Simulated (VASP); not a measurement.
Set up this calculation in VASP 6.6.1, as the native input.

* Task: single point
* Functional: PBE
* Potentials or basis: VASP PAW PBE potentials, release 64 (As_d)
* Cutoff: 400 eV
* k mesh: 4 × 6 × 1
* Occupations: gaussian, width 0.01 eV
* Spin: no spin polarisation
* Dipole correction: yes
* Further INCAR settings: ALGO = Normal; EDIFF = 1e-06; NBANDS = 38; NELMDL = -8

The structure of As lies in POSCAR:

```
As
1.0
    4.8073450689      0.0000000000      0.0000000000
    0.0000000000      3.6338990999      0.0000000000
    0.0000000000      0.0000000000     28.2703730404
As
4
Direct
    0.0760356344      0.0000000000      0.3777315096
    0.4239643656      0.5000000000      0.3777315096
    0.5760356344      0.5000000000      0.2943501772
    0.9239643656      0.0000000000      0.2943501772
```

The input as run:

INCAR

```
SYSTEM = As
  ALGO = Normal
  DIPOL = 0.5 0.5 0.336
  EDIFF = 1E-6
  ENCUT = 400
  GGA = PE
  GGA_COMPAT = .FALSE.
  IDIPOL = 3
  ISIF = 2
  ISMEAR = 0
  LASPH = .TRUE.
  LCHARG = .FALSE.
  LDIPOL = .TRUE.
  LREAL = .FALSE.
  LWAVE = .FALSE.
  NBANDS = 38
  NELM = 120
  NELMDL = -8
  PREC = Accurate
  SIGMA = 0.01
```

KPOINTS

```
k-points
0
G
  4 6 1
  0 0 0
```

Potentials or basis: VASP PAW PBE potentials, release 64 (As_d).

The run is started by

```console
$ cat potpaw_PBE.64/As_d/POTCAR > POTCAR
$ mpirun -np 1 vasp_std > vasp.out
```

Results of the run:

* Largest force: 0.353 eV/Å
* Band gap on the k mesh: 0.92 eV

Wall time 4 min on 1 thread of Intel(R) Xeon(R) Platinum 8259CL CPU @ 2.50GHz (Skylake/Cascade Lake), on a shared host, peak memory 0.41 GiB.
